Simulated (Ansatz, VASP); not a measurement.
## One calculation of SiO2, two programs

```
Si O
1.0
     4.18650    0.00000    0.00000
     0.00000    4.18650    0.00000
     0.00000    0.00000    2.66840
Si O
2 4
Direct
  0.00000 0.00000 0.00000
  0.50000 0.50000 0.50000
  0.30590 0.30590 0.00000
  0.19410 0.80590 0.50000
  0.69410 0.69410 0.00000
  0.80590 0.19410 0.50000
```

Alike in both runs: task relaxation of cell and atoms; functional LDA; k mesh 8 × 8 × 12; occupations gaussian, width 0.02 eV; no spin polarisation.

|  | VASP | Ansatz |
| --- | --- | --- |
| version | VASP 6.6.1 | Ansatz 0.2.0 |
| potentials or method | VASP PAW LDA potentials, release 64 (Si, O), cutoff 600 eV | scalar-relativistic, plane waves, PAW |
| valence electrons in the cell | 32 | 32 |

Ansatz gave:

- gap on the k mesh at the Fermi level, each at its own relaxed structure (eV): 5.82
- relaxed volume (Å³/atom): 7.66
- relaxed cell length with the largest relative difference (Å): 2.661

Q: Which values does VASP return?

A: gap on the k mesh at the Fermi level, each at its own relaxed structure (eV): 5.78; relaxed volume (Å³/atom): 7.67; relaxed cell length with the largest relative difference (Å): 2.666.

Ansatz warns that its potentials were made for another functional, while VASP's fit it. LDA's correlation is that of Perdew and Zunger in VASP and of Perdew and Wang (1992) in Ansatz.
